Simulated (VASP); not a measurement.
P, 1 atom in the cell. The structure is cubic, space group Pm-3m (No. 221). The conventional cell has a = 2.523 Å, b = 2.523 Å, c = 2.523 Å, α = 90.00°, β = 90.00°, γ = 90.00°. P (site symmetry m-3m) has 6 P at 2.52 Å within 3.3 Å.  This cell differs from its parent crystal: volume scaled by 1.10.

```yaml
Program: VASP 6.6.1
Task: single point
Functional: PBE
Potentials_or_basis: VASP PAW PBE potentials, release 64 (P)
Cutoff: 520 eV
k_mesh: 22 × 22 × 22
Occupations: gaussian, width 0.1 eV
Spin: no spin polarisation
Dipole_correction: no
Further_INCAR_settings: ALGO = Normal; EDIFF = 1e-07; NBANDS = 8
```

Potentials or basis: VASP PAW PBE potentials, release 64 (P).

Run with:

```bash
$ cat potpaw_PBE.64/P/POTCAR > POTCAR
$ mpirun -np 1 vasp_std > vasp.out
```

Hardware: 1 thread of Intel(R) Xeon(R) Platinum 8488C (Sapphire Rapids) (shared host).

Task: Estimate the wall time of this run.

Result: Run time: 17 s on 1 thread of Intel(R) Xeon(R) Platinum 8488C (Sapphire Rapids), with other jobs on the host, peak memory 0.15 GiB. Counts: scf iterations 11, k points 364.
